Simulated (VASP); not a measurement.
Write the native input for VASP 6.6.1 that does the following.

```
Task                   : single point
Functional             : PBE
Potentials or basis    : VASP PAW PBE potentials, release 64 (Ti_sv, O_h)
Cutoff                 : 1000 eV
k mesh                 : 1 × 1 × 1
Occupations            : fermi-dirac, width 0.01 eV
Spin                   : no spin polarisation
Dipole correction      : no
Further INCAR settings : LREAL = Auto; ALGO = Normal; EDIFF = 1e-06; NBANDS = 117
```

The structure of Ti8O17 (a cell with a defect) lies in POSCAR:

```
Ti8O17
1.0
    4.6435389800      4.6435389800      0.0000000000
   -4.6435389800      4.6435389800      0.0000000000
    0.0000000000      0.0000000000      5.9273749100
Ti O
8 17
Direct
   -0.0191910740      0.5191237783     -0.0435739267
    0.4959008657      0.0090926339     -0.0339086026
   -0.0008732564      0.0152317016      0.2129536294
    0.5170781403      0.5060626195      0.2159051890
   -0.0049192007      0.5217706819      0.4712759092
    0.5021888499      0.0121038071      0.4676338248
   -0.0069746373      0.0199528852      0.7177408321
    0.4902940429      0.5154918501      0.7136341237
    0.2419385311      0.4411208797      0.3289373508
    0.7042553135      0.0187940707      0.2695356754
    0.0001011082      0.2261358211      0.0210084568
    0.5140986240      0.7135217373      0.0196517011
   -0.0324805069      0.8198138352      0.0052684368
    0.4995887856      0.3048127745      0.0153389994
    0.2906300573      0.0160220470      0.2722518863
    0.8005364047      0.5009082534      0.2551662453
    0.2008314141      0.5220751910      0.7767320390
    0.6976964152      0.0154012921      0.7655461429
   -0.0079636459      0.2255672892      0.5260684616
    0.4978534712      0.7162069737      0.5100245970
   -0.0127005502      0.8124500551      0.5240336654
    0.5111733766      0.3001524281      0.5331290914
    0.2875254210      0.0051817160      0.7754525519
    0.7900627120      0.5179310458      0.7420197080
    0.1689935205      0.6235918364      0.2126347699
```

The input as run:

INCAR

```
SYSTEM = Ti8O17
PREC = Accurate
ENCUT = 1000
EDIFF = 1E-6
ISMEAR = -1
SIGMA = 0.01
LREAL = Auto
LASPH = .True.
NELM = 120
ALGO = Normal
ISIF = 2
LWAVE = .False.
LCHARG = .True.
GGA = PE
LELF = .True.
LVHAR = .True.
NBANDS = 117
GGA_COMPAT = .False.
```

KPOINTS

```
regular mesh
0
Gamma
  1 1 1
  0 0 0
```

Potentials or basis: VASP PAW PBE potentials, release 64 (Ti_sv, O_h).

Command:

```console
$ cat potpaw_PBE.64/Ti_sv/POTCAR potpaw_PBE.64/O_h/POTCAR > POTCAR
$ mpirun -np 1 vasp_gam > vasp.out
```

Results of the run:

```yaml
Pressure: 12.7 GPa
Largest_force: 0.234 eV/Å
```

Caveat: the k points lie up to 1.06 Å⁻¹ apart, too coarse for converged energies, forces and pressures.

Run time: 4.3 min on 1 thread of AMD EPYC 7R43 64-Core Processor (Zen 3), on a shared host, peak memory 0.54 GiB.
